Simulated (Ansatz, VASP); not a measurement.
## Two plane-wave programs on Na4AlO

```
Na Al O
1.0
     6.58466    0.00000    0.00000
     0.00000    6.58466    0.00000
     0.00000    0.00000    5.98322
Na Al O
8 2 2
Cartesian
  5.0053 2.4642 0.0000
  1.5794 4.1204 0.0000
  2.4642 1.5794 0.0000
  1.5794 2.4642 2.9916
  5.0053 4.1204 2.9916
  4.1204 5.0053 0.0000
  4.1204 1.5794 2.9916
  2.4642 5.0053 2.9916
  0.0000 0.0000 4.4874
  0.0000 0.0000 1.4958
  3.2923 3.2923 4.4874
  3.2923 3.2923 1.4958
```

Alike in both runs: functional PBE; k mesh 3 × 3 × 3; occupations gaussian, width 0.2 eV; no spin polarisation.

Ansatz relaxed the structure, and its values are those at the end. VASP's run is a single point on that final structure, the one shown.

```csv
,VASP,Ansatz
version,VASP 6.6.1,Ansatz 0.2.0
potentials or method,"VASP PAW PBE potentials, release 64 (Na_pv, Al, O), cutoff 520 eV","scalar-relativistic, plane waves, PAW"
valence electrons in the cell,74,90
```

Ansatz gave:

| Property | Result |
| --- | --- |
| gap on the k mesh at the Fermi level (eV) | none |
| pressure (GPa) | 0.0 |
| rms of the force components (eV/Å) | 0.031 |

Question: Estimate VASP's values.

Answer: gap on the k mesh at the Fermi level (eV): none; pressure (GPa): 0.0; rms of the force components (eV/Å): 0.026.

A gap of «none» marks a metal or a gap that the smearing closes. VASP's potentials hold 74 valence electrons a cell and Ansatz's 90, so a difference there can come from the potentials and not from the codes.
